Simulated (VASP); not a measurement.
Set up this calculation in VASP 6.6.1, as the native input.

* Task: single point
* Functional: PBE
* Potentials or basis: VASP PAW PBE potentials, release 64 (Zr_sv)
* Cutoff: 520 eV
* k mesh: 8 × 8 × 4
* Occupations: gaussian, width 0.05 eV
* Spin: no spin polarisation
* Dipole correction: no
* Further INCAR settings: ALGO = Normal; EDIFF = 1e-07; NBANDS = 19

The structure of Zr lies in POSCAR:

```
Zr
1.0
    3.2405783635      0.0000000000      0.0000000000
   -1.6202891817      2.8064231857      0.0000000000
    0.0000000000      0.0000000000      5.1616454975
Zr
2
Direct
    0.3333333333      0.6666666667      0.7500000000
    0.6666666667      0.3333333333      0.2500000000
```

The input as run:

INCAR

```
SYSTEM = Zr
PREC = Accurate ; ENCUT = 520
EDIFF = 1E-7 ; ISMEAR = 0
SIGMA = 0.05 ; LREAL = .FALSE.
LASPH = .TRUE. ; NELM = 60
ALGO = Normal ; ISIF = 2
LWAVE = .FALSE. ; LCHARG = .FALSE.
GGA = PE ; NBANDS = 19
```

KPOINTS

```
Automatic mesh
0
G
  8 8 4
  0 0 0
```

Potentials or basis: VASP PAW PBE potentials, release 64 (Zr_sv).

Launch:

```sh
$ cat potpaw_PBE.64/Zr_sv/POTCAR > POTCAR
$ mpirun -np 1 vasp_std > vasp.out
```

It gave:

The pressure is 0.0 GPa and the band gap on the k mesh is zero (bands 12 and 13 overlap by 0.92 eV).

Wall time 32 s on 1 thread of Intel Xeon 8259CL, on a shared host, peak memory 0.16 GiB.
